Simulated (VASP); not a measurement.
A run of VASP 6.6.1 is set up as follows.

Contents of INCAR:

```
SYSTEM = Ta2Mo
PREC     = Accurate       ! precision mode
ENCUT    = 600            ! plane-wave cutoff, eV
EDIFF    = 1E-7           ! SCF threshold, eV
ISMEAR   = 0              ! smearing method
SIGMA    = 0.1            ! smearing width, eV
LREAL    = .False.        ! projectors in reciprocal space
LASPH    = .True.         ! aspherical terms in the spheres
NELM     = 60             ! most SCF steps
ALGO     = Fast           ! electronic algorithm
ISIF     = 3              ! what is computed and relaxed
LWAVE    = .False.        ! write WAVECAR
LCHARG   = .False.        ! write CHGCAR
GGA      = PE             ! functional
IBRION   = 2              ! ionic algorithm
NSW      = 100            ! ionic steps
EDIFFG   = -0.01          ! ionic threshold
```

Contents of KPOINTS:

```
Automatic mesh
0
Gamma
  14 14 14
  0 0 0
```

POSCAR

```
Ta2Mo
1.0
   -2.1973880180      2.2420804122      3.1204168846
    2.1973880180     -2.2420804122      3.1204168846
    2.1973880180      2.2420804122     -3.1204168846
Ta Mo
2 1
Direct
    0.2507271949      0.7507271949      0.5000000000
    0.7492728051      0.2492728051      0.5000000000
    0.0000000000      0.0000000000      0.0000000000
```

Potentials or basis: VASP PAW PBE potentials, release 64 (Ta_pv, Mo_sv).

Launch:

```sh
$ cat potpaw_PBE.64/Ta_pv/POTCAR potpaw_PBE.64/Mo_sv/POTCAR > POTCAR
$ mpirun -np 1 vasp_std > vasp.out
```

Task: Predict the space group after relaxing (to 0.1 Å).

Result: Fm-3m (No. 225).

Task: Estimate the relaxed volume.

Result: 20.46 Å³/atom.

Task: Estimate the band gap on the k mesh.

Result: Zero (bands 18 and 19 overlap by 2.15 eV).

Final structure:
```cif
data_structure
_symmetry_space_group_name_H-M 'P 1'
_symmetry_Int_Tables_number 1
_cell_length_a 4.4277
_cell_length_b 4.4277
_cell_length_c 4.4277
_cell_angle_alpha 120.027
_cell_angle_beta 119.987
_cell_angle_gamma 89.987
_cell_volume 61.37
loop_
_atom_site_label
_atom_site_type_symbol
_atom_site_fract_x
_atom_site_fract_y
_atom_site_fract_z
_atom_site_occupancy
Ta1 Ta 0.24981 0.74981 0.50000 1
Ta2 Ta 0.75019 0.25019 0.50000 1
Mo1 Mo 0.00000 0.00000 0.00000 1
```

Caveat: spin-orbit coupling is left out, which moves the levels of the heavy elements.
